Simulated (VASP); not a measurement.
# Ca (Fm-3m) in VASP: notebook

Runs on Ca. Level: r2SCAN. Tasks: single point.

Everything below comes from runs of VASP 6.6.1. Logs are shortened: lines on timing, memory, paths and dates and some standing lists are left out, and cuts for length are marked.

### Step 1. The cell of the first run

Symmetry: Fm-3m, No. 225, cubic system. The conventional cell has a = 5.567 Å, b = 5.567 Å, c = 5.567 Å, α = 90.00°, β = 90.00°, γ = 90.00°. Ca (site symmetry m-3m) has 12 Ca at 3.94 Å within 5.2 Å.

### Step 2. Single point, r2SCAN

POSCAR reads:

```
Ca
1.0
    0.0000000000      2.7835023068      2.7835023068
    2.7835023068      0.0000000000      2.7835023068
    2.7835023068      2.7835023068      0.0000000000
Ca
1
Direct
    0.0000000000      0.0000000000      0.0000000000
```

INCAR.step1 reads:

```
SYSTEM = Ca
PREC = Accurate
ENCUT = 520
ISMEAR = -1
SIGMA = 0.6
LREAL = .False.
LASPH = .True.
NELM = 100
NBANDS = 11
GGA = PE
ALGO = Normal
EDIFF = 1E-4
LWAVE = .True.
LCHARG = .False.
```

INCAR.step2 reads:

```
SYSTEM = Ca
PREC = Accurate
ENCUT = 520
EDIFF = 1E-6
ISMEAR = -1
SIGMA = 0.6
LREAL = .False.
LASPH = .True.
NELM = 100
ALGO = Normal
ISIF = 2
LWAVE = .False.
LCHARG = .False.
METAGGA = R2SCAN
LMIXTAU = .True.
NBANDS = 11
ISTART = 1
```

KPOINTS reads:

```
Automatic mesh
0
Gamma
  10 10 10
  0 0 0
```

Potentials or basis: VASP PAW PBE potentials, release 64 (Ca_sv).

Started as:

```console
cat potpaw_PBE.64/Ca_sv/POTCAR > POTCAR
cp INCAR.step1 INCAR
mpirun -np 1 vasp_std > vasp.out
cp INCAR.step2 INCAR
mpirun -np 1 vasp_std > vasp.out
```

OUTCAR:

```text
SYSTEM = Ca
   PREC = Accurate
   ENCUT = 520
   EDIFF = 1E-6
   ISMEAR = -1
   LREAL = .False.
   LASPH = .True.
   NELM = 100
   ISIF = 2
   METAGGA = R2SCAN
   ISTART = 1

 ion  position               nearest neighbor table
   1  0.000  0.000  0.000-

  LATTYP: Found a face centered cubic cell.
 ALAT       =     5.5670046136

  Lattice vectors:

 A1 = (   0.0000000000,   2.7835023068,   2.7835023068)
 A2 = (   2.7835023068,   0.0000000000,   2.7835023068)
 A3 = (   2.7835023068,   2.7835023068,   0.0000000000)

Analysis of symmetry for initial positions (statically):
=====================================================================
 Subroutine PRICEL returns:
 Original cell was already a primitive cell.

 Routine SETGRP: Setting up the symmetry group for a
 face centered cubic supercell.

 Subroutine GETGRP returns: Found 48 space group operations
 (whereof 48 operations were pure point group operations)
 out of a pool of 48 trial point group operations.

The static configuration has the point symmetry O_h .

Analysis of symmetry for dynamics (positions and initial velocities):
=====================================================================
 Subroutine PRICEL returns:
 Original cell was already a primitive cell.

 Routine SETGRP: Setting up the symmetry group for a
 face centered cubic supercell.

 Subroutine GETGRP returns: Found 48 space group operations
 (whereof 48 operations were pure point group operations)
 out of a pool of 48 trial point group operations.

The dynamic configuration has the point symmetry O_h .

 Subroutine INISYM returns: Found 48 space group operations
 (whereof 48 operations are pure point group operations),
 and found     1 'primitive' translations

----------------------------------------------------------------------------------------

                                     Primitive cell

  volume of cell :      43.1325

  direct lattice vectors                    reciprocal lattice vectors
     0.000000000  2.783502307  2.783502307    -0.179629813  0.179629813  0.179629813
     2.783502307  0.000000000  2.783502307     0.179629813 -0.179629813  0.179629813
     2.783502307  2.783502307  0.000000000     0.179629813  0.179629813 -0.179629813

  length of vectors
     3.936466713  3.936466713  3.936466713     0.311127963  0.311127963  0.311127963

  position of ions in fractional coordinates (direct lattice)
     0.000000000  0.000000000  0.000000000

  ion indices of the primitive-cell ions
   primitive index   ion index
                 1           1

----------------------------------------------------------------------------------------

 KPOINTS: Automatic mesh

Automatic generation of k-mesh.
 Grid dimensions read from file:
 generate k-points for:   10   10   10

 Generating k-lattice:

  Cartesian coordinates                     Fractional coordinates (reciprocal lattice)
    -0.017962981  0.017962981  0.017962981     0.100000000  0.000000000  0.000000000
     0.017962981 -0.017962981  0.017962981     0.000000000  0.100000000  0.000000000
     0.017962981  0.017962981 -0.017962981     0.000000000  0.000000000  0.100000000

  Length of vectors
     0.031112796  0.031112796  0.031112796

  Shift w.r.t. Gamma in fractional coordinates (k-lattice)
     0.000000000  0.000000000  0.000000000

 Subroutine IBZKPT returns following result:
 ===========================================

 Found     47 irreducible k-points:

 Following reciprocal coordinates:
            Coordinates               Weight
  0.000000  0.000000  0.000000      1.000000
  0.100000  0.000000  0.000000      8.000000
  0.200000  0.000000  0.000000      8.000000
  0.300000  0.000000  0.000000      8.000000
  0.400000  0.000000  0.000000      8.000000
  0.500000  0.000000  0.000000      4.000000
[... 16 lines left out ...]
  0.300000  0.300000  0.000000      6.000000
  0.400000  0.300000  0.000000     24.000000
 [... further k-points ...]
   k-points           NKPTS =     47   k-points in BZ     NKDIM =     47   number of bands    NBANDS=     11
   number of dos      NEDOS =    301   number of ions     NIONS =      1
   total plane-waves  NPLWV =  27000
   dimension x,y,z NGX =    30 NGY =   30 NGZ =   30
   dimension x,y,z NGXF=    60 NGYF=   60 NGZF=   60
   ions per type =               1
   NGX,Y,Z   is equivalent  to a cutoff of  12.67, 12.67, 12.67 a.u.
   NGXF,Y,Z  is equivalent  to a cutoff of  25.34, 25.34, 25.34 a.u.
 SYSTEM =  Ca
   PREC   = accura    normal or accurate (medium, high low for compatibility)
   ISTART =      1    job   : 0-new  1-cont  2-samecut
   ICHARG =      0    charge: 1-file 2-atom 10-const
   ISPIN  =      1    spin polarized calculation?
   LNONCOLLINEAR =      F non collinear calculations
   LSORBIT =      F    spin-orbit coupling
   LASPH  =      T    aspherical Exc in radial PAW
   ENCUT  =  520.0 eV  38.22 Ry    6.18 a.u.   7.32  7.32  7.32*2*pi/ulx,y,z
   NELM   =    100;   NELMIN=  2; NELMDL=  0     # of ELM steps
   EDIFF  = 0.1E-05   stopping-criterion for ELM
   LREAL  =      F    real-space projection
   EDIFFG = 0.1E-04   stopping-criterion for IOM
   NSW    =      0    number of steps for IOM
   IBRION =     -1    ionic relax: 0-MD 1-quasi-New 2-CG
   NFREE  =      0    steps in history (QN), initial steepest desc. (CG)
   ISIF   =      2    stress and relaxation
   ISYM   =      2    0-nonsym 1-usesym 2-fastsym
   POTIM  = 0.5000    time-step for ionic-motion
   TEBEG  =    0.0;   TEEND  =   0.0 temperature during run
   PSTRESS=    0.0 pullay stress
   NELECT =      10.0000    total number of electrons
   NUPDOWN=      -1.0000    fix difference up-down
   EMIN   =  10.00;   EMAX   =-10.00  energy-range for DOS
   EFERMI =   0.00;   METHOD = LEGACY
   ISMEAR =    -1;   SIGMA  =   0.60  broadening in eV -4-tet -1-fermi 0-gaus
   EFERMI_NEDOS =   21; number of points for ismear=-14 and -15
   IALGO  =     38    algorithm
   IMIX   =      4    mixing-type and parameters
     AMIX     =   0.40;   BMIX     =  1.00
     AMIX_MAG =   1.60;   BMIX_MAG =  1.00
  volume/ion in A,a.u.               =      43.13       291.07
  Fermi-wavevector in a.u.,A,eV,Ry     =   1.005711  1.900518 13.761678  1.011455
  Thomas-Fermi vector in A             =   2.138408
   LORBIT       =      0    0 simple, 1 ext, 2 COOP (PROOUT), +10 PAW based schemes
   METAGGA = R2SCAN    functional components
   LHFCALC =     F    Hartree Fock is set to
   AEXX    =    0.0000 exact exchange contribution
   IVDW    =     0    specifies the selected vdW correction
   LEPSILON=     F    determine dielectric tensor
   LRPA    =     F    only Hartree local field effects (RPA)
 non-spin polarized calculation
  energy-cutoff  :      520.00
  volume of cell :       43.13
 maximum number of plane-waves:      1211
 NGX is ok and might be reduce to    30
   NGX = 15   NGY = 15   NGZ = 15

 number of electron       9.9999998 magnetization

 Free energy of the ion-electron system (eV)
  ---------------------------------------------------
  ext. energy  EPLUGINS =         0.00000000
  ---------------------------------------------------
  free energy    TOTEN  =        -7.66773195 eV

  energy without entropy =       -6.44742339  energy(sigma->0) =       -7.05757767

 E-fermi :   1.7495     XC(G=0):  -8.1170

 val. band max:        1.7304906503   @ k =  -0.4000   0.2000   0.1000
 cond. band min:       1.7596642406   @ k =  -0.4000   0.5000   0.1000
 fundamental gap:      0.0291735903
 Fermi energy:         1.7494625261

 k-point     1 :       0.0000    0.0000    0.0000
  band No.  band energies     occupation
      1     -41.6312      2.00000
      2     -21.6839      2.00000
      3     -21.6839      2.00000
      4     -21.6838      2.00000
      5      -2.3153      1.99772
      6       4.7359      0.01369
      7       4.7360      0.01369
      8       4.7360      0.01369
      9       5.8965      0.00199
     10       5.8965      0.00199
     11      11.4327      0.00000

 k-point     2 :       0.1000    0.0000    0.0000
  band No.  band energies     occupation
      1     -41.6299      2.00000
      2     -21.6973      2.00000
      3     -21.6856      2.00000
      4     -21.6856      2.00000
      5      -2.1371      1.99693
      6       4.5222      0.01949
      7       4.8006      0.01230
      8       4.8007      0.01230
      9       5.8370      0.00220
     10       5.8370      0.00220
     11      11.6259      0.00000

 k-point     3 :       0.2000    0.0000    0.0000
  band No.  band energies     occupation
      1     -41.6266      2.00000
      2     -21.7325      2.00000
      3     -21.6904      2.00000
      4     -21.6903      2.00000
      5      -1.6191      1.99274
      6       3.9844      0.04709
      7       4.8915      0.01058
      8       4.8916      0.01058
      9       5.8030      0.00233
     10       5.8031      0.00233
     11      10.6033      0.00000

 k-point     4 :       0.3000    0.0000    0.0000
  band No.  band energies     occupation
      1     -41.6224      2.00000
      2     -21.7755      2.00000
      3     -21.6962      2.00000
      4     -21.6962      2.00000
      5      -0.8113      1.97236
      6       3.2658      0.14795
      7       4.8117      0.01208
      8       4.8117      0.01208
      9       6.0468      0.00155
     10       6.0469      0.00155
     11       9.1369      0.00001
[... 239 lines left out ...]
 k-point    22 :      -0.2000    0.2000    0.0000
  band No.  band energies     occupation
      1     -41.6210      2.00000
      2     -21.7687      2.00000
      3     -21.7223      2.00000
      4     -21.6956      2.00000
      5      -0.5454      1.95729
      6       3.4186      0.11663
      7       4.2295      0.03155
      8       5.2136      0.00620
      9       5.4491      0.00419
     10       6.5297      0.00069
     11       9.5941      0.00000

 k-point    23 :       0.3000    0.3000    0.0000
  band No.  band energies     occupation
      1     -41.6195      2.00000
      2     -21.7712      2.00000
      3     -21.7168      2.00000
      4     -21.7168      2.00000
      5      -0.3543      1.94173
      6       3.3183      0.13640
      7       4.1342      0.03688
      8       5.5936      0.00329
      9       5.5936      0.00329
     10       6.3410      0.00095
     11      10.4731      0.00000

 k-point    24 :       0.4000    0.3000    0.0000
  band No.  band energies     occupation
      1     -41.6169      2.00000
      2     -21.7897      2.00000
      3     -21.7268      2.00000
      4     -21.7225      2.00000
      5       0.3395      1.82586
      6       3.0496      0.20553
      7       3.6954      0.07514
      8       5.7160      0.00269
      9       6.0215      0.00162
     10       6.5476      0.00067
     11       9.0799      0.00001

 [... further k-points ...]

------------------------ aborting loop because EDIFF is reached ----------------------------------------

  FORCE on cell =-STRESS in cart. coord.  units (eV):
  Direction    XX          YY          ZZ          XY          YZ          ZX
  --------------------------------------------------------------------------------------
  -------------------------------------------------------------------------------------
  Total        0.1567638      0.1567638      0.1567638     -0.0000000     -0.0000000      0.0000000
  in kB        5.8230632      5.8230632      5.8230632     -0.0000000     -0.0000000      0.0000000
  external PRESSURE =       5.8230632 kB  Pullay stress =       0.0000000 kB

 VOLUME and BASIS-vectors are now :
 -----------------------------------------------------------------------------
  energy-cutoff  :      520.00
  volume of cell :       43.13
      direct lattice vectors                 reciprocal lattice vectors
     0.000000000  2.783502307  2.783502307    -0.179629813  0.179629813  0.179629813
     2.783502307  0.000000000  2.783502307     0.179629813 -0.179629813  0.179629813
     2.783502307  2.783502307  0.000000000     0.179629813  0.179629813 -0.179629813

 POSITION                                       TOTAL-FORCE (eV/Angst)
 -----------------------------------------------------------------------------------
      0.00000      0.00000      0.00000         0.000000      0.000000      0.000000
 -----------------------------------------------------------------------------------
    total drift:                               -0.000000     -0.000000      0.000000

  FREE ENERGIE OF THE ION-ELECTRON SYSTEM (eV)
  ---------------------------------------------------
  free  energy   TOTEN  =        -7.6677319503 eV

  energy  without entropy=       -6.4474233873  energy(sigma->0) =       -7.05757767
```

It took 40 s on 1 thread of Intel Xeon 6975P-C (Granite Rapids), shared host; peak memory 0.18 GiB.

Results:

```yaml
Free_energy: -7.6677 eV
Pressure: 0.6 GPa
Band_gap_on_the_k_mesh: zero (bands 5 and 6 overlap by 0.52 eV)
```

Caveat: so wide a smearing shifts energies and pressures; the PAW data sets were made with another functional, which shifts forces and pressure a little.

### Step 3. Single point, r2SCAN

POSCAR is that of step 2.

INCAR.step1 reads:

```
SYSTEM = Ca
PREC = Accurate ; ENCUT = 520
ISMEAR = -1 ; SIGMA = 1.0
LREAL = .FALSE. ; LASPH = .TRUE.
NELM = 100 ; NBANDS = 11
GGA = PE ; ALGO = Normal
EDIFF = 1E-4 ; LWAVE = .TRUE.
LCHARG = .FALSE.
```

INCAR.step2 reads:

```
SYSTEM = Ca
PREC = Accurate ; ENCUT = 520
EDIFF = 1E-7 ; ISMEAR = -1
SIGMA = 1.0 ; LREAL = .FALSE.
LASPH = .TRUE. ; NELM = 100
ALGO = Normal ; ISIF = 2
LWAVE = .FALSE. ; LCHARG = .FALSE.
METAGGA = R2SCAN ; LMIXTAU = .TRUE.
NBANDS = 11 ; ISTART = 1
```

KPOINTS reads:

```
Automatic mesh
0
G
  10 10 10
  0 0 0
```

Potentials or basis: VASP PAW PBE potentials, release 64 (Ca_sv).

Started as:

```console
cat potpaw_PBE.64/Ca_sv/POTCAR > POTCAR
cp INCAR.step1 INCAR
mpirun -np 1 vasp_std > vasp.out
cp INCAR.step2 INCAR
mpirun -np 1 vasp_std > vasp.out
```

Wall time 47 s (1 thread of Intel Xeon 6975P-C (Granite Rapids), shared host); peak memory 0.18 GiB.

It converged, with:

* Free energy: -8.6867 eV
* Pressure: 1.6 GPa
* Band gap on the k mesh: zero (bands 5 and 6 overlap by 0.55 eV)

Levels at points of the mesh, in eV from the Fermi level:
```csv
k point,band 1,band 2,band 3,band 4,band 5,band 6,band 7,band 8,band 9,band 10
"(0.00, 0.00, 0.00)",-42.79,-22.87,-22.87,-22.87,-3.78,3.42,3.42,3.42,4.61,4.61
"(0.50, 0.00, 0.00)",-42.77,-23.01,-22.89,-22.89,-0.39,0.15,3.28,3.28,5.33,5.33
"(0.50, 0.50, 0.00)",-42.77,-23.00,-22.92,-22.92,0.13,1.39,1.42,5.33,5.52,5.52
```

Caveat: so wide a smearing shifts energies and pressures; the PAW data sets were made with another functional, which shifts forces and pressure a little.

### Step 4. Single point, r2SCAN

POSCAR is that of step 3.

INCAR.step1 reads:

```
ALGO = Normal
EDIFF = 1E-4
ENCUT = 520
GGA = PE
ISMEAR = 0
LASPH = T
LCHARG = F
LREAL = F
LWAVE = T
NBANDS = 11
NELM = 80
PREC = Accurate
SIGMA = 0.01
```

INCAR.step2 reads:

```
ALGO = Normal
EDIFF = 1E-7
ENCUT = 520
ISIF = 2
ISMEAR = 0
ISTART = 1
LASPH = T
LCHARG = F
LMIXTAU = T
LREAL = F
LWAVE = F
METAGGA = R2SCAN
NBANDS = 11
NELM = 80
PREC = Accurate
SIGMA = 0.01
```

KPOINTS reads:

```
k-points
0
Gamma
  10 10 10
```

Potentials or basis: VASP PAW PBE potentials, release 64 (Ca_sv).

Started as:

```console
cat potpaw_PBE.64/Ca_sv/POTCAR > POTCAR
cp INCAR.step1 INCAR
mpirun -np 1 vasp_std > vasp.out
cp INCAR.step2 INCAR
mpirun -np 1 vasp_std > vasp.out
```

OUTCAR:

```text
EDIFF = 1E-7
   ENCUT = 520
   ISIF = 2
   ISMEAR = 0
   ISTART = 1
   LASPH = T
   LREAL = F
   METAGGA = R2SCAN
   NELM = 80
   PREC = Accurate

 ion  position               nearest neighbor table
   1  0.000  0.000  0.000-

  LATTYP: Found a face centered cubic cell.
 ALAT       =     5.5670046136

  Lattice vectors:

 A1 = (   0.0000000000,   2.7835023068,   2.7835023068)
 A2 = (   2.7835023068,   0.0000000000,   2.7835023068)
 A3 = (   2.7835023068,   2.7835023068,   0.0000000000)

Analysis of symmetry for initial positions (statically):
=====================================================================
 Subroutine PRICEL returns:
 Original cell was already a primitive cell.

 Routine SETGRP: Setting up the symmetry group for a
 face centered cubic supercell.

 Subroutine GETGRP returns: Found 48 space group operations
 (whereof 48 operations were pure point group operations)
 out of a pool of 48 trial point group operations.

The static configuration has the point symmetry O_h .

Analysis of symmetry for dynamics (positions and initial velocities):
[... 168 lines left out ...]
      2     -21.9531      2.00000
      3     -21.9531      2.00000
      4     -21.9530      2.00000
      5      -2.3365      2.00000
      6       4.5872      0.00000
      7       4.5872      0.00000
      8       4.5872      0.00000
      9       5.6858      0.00000
     10       5.6858      0.00000
     11      11.4193      0.00000
[... 309 lines left out ...]
 k-point    24 :       0.4000    0.3000    0.0000
  band No.  band energies     occupation
      1     -41.9085      2.00000
      2     -22.0560      2.00000
      3     -21.9950      2.00000
      4     -21.9908      2.00000
      5       0.3089      2.00000
      6       2.9481      0.00000
      7       3.5860      0.00000
      8       5.5498      0.00000
      9       5.8602      0.00000
     10       6.3331      0.00000
     11       8.9613      0.00000

 [... further k-points ...]

------------------------ aborting loop because EDIFF is reached ----------------------------------------

  FORCE on cell =-STRESS in cart. coord.  units (eV):
  Direction    XX          YY          ZZ          XY          YZ          ZX
  --------------------------------------------------------------------------------------
  -------------------------------------------------------------------------------------
  Total        0.0034309      0.0034309      0.0034309     -0.0000000      0.0000000      0.0000000
  in kB        0.1274406      0.1274406      0.1274406     -0.0000000      0.0000000      0.0000000
  external PRESSURE =       0.1274406 kB  Pullay stress =       0.0000000 kB

 VOLUME and BASIS-vectors are now :
 -----------------------------------------------------------------------------
  energy-cutoff  :      520.00
  volume of cell :       43.13
      direct lattice vectors                 reciprocal lattice vectors
     0.000000000  2.783502307  2.783502307    -0.179629813  0.179629813  0.179629813
     2.783502307  0.000000000  2.783502307     0.179629813 -0.179629813  0.179629813
     2.783502307  2.783502307  0.000000000     0.179629813  0.179629813 -0.179629813

 POSITION                                       TOTAL-FORCE (eV/Angst)
 -----------------------------------------------------------------------------------
      0.00000      0.00000      0.00000         0.000000     -0.000000     -0.000000
 -----------------------------------------------------------------------------------
    total drift:                               -0.000000     -0.000000      0.000000

  FREE ENERGIE OF THE ION-ELECTRON SYSTEM (eV)
  ---------------------------------------------------
  free  energy   TOTEN  =        -7.0348650027 eV

  energy  without entropy=       -7.0347415928  energy(sigma->0) =       -7.03480330
```

Wall time 47 s (1 thread of Intel Xeon 6975P-C (Granite Rapids), shared host); peak memory 0.17 GiB.

What came out:

* Free energy: -7.0349 eV
* Pressure: 0.0 GPa
* Band gap on the k mesh: zero (bands 5 and 6 overlap by 0.48 eV)

Levels at points of the mesh, in eV from the Fermi level:
```csv
k point,band 3,band 4,band 5,band 6,band 7,band 8
"(0.00, 0.00, 0.00)",-23.89,-23.89,-4.27,2.65,2.65,2.65
"(0.50, 0.00, 0.00)",-23.91,-23.91,-0.96,-0.32,2.51,2.51
"(0.50, 0.50, 0.00)",-23.94,-23.94,-0.41,0.74,0.88,4.44
```

Caveat: the PAW data sets were made with another functional, which shifts forces and pressure a little.

### Step 5. The runs side by side

```csv
smearing,gap on the mesh (eV),pressure (GPa)
fermi-dirac 0.6 eV,none,0.6
fermi-dirac 1 eV,none,1.6
gaussian 0.01 eV,none,0.0
```

Alike in all rows: task single point; level r2SCAN; potentials or basis VASP PAW PBE potentials, release 64 (Ca_sv); no spin polarisation; cell as given; k mesh 10 × 10 × 10; cutoff (eV) 520.

Caveats: the PAW data sets were made with another functional, which shifts forces and pressure a little; so wide a smearing shifts energies and pressures (at least some runs).

Total energies depend on the potentials used, so only differences within one code and one set of settings carry meaning.
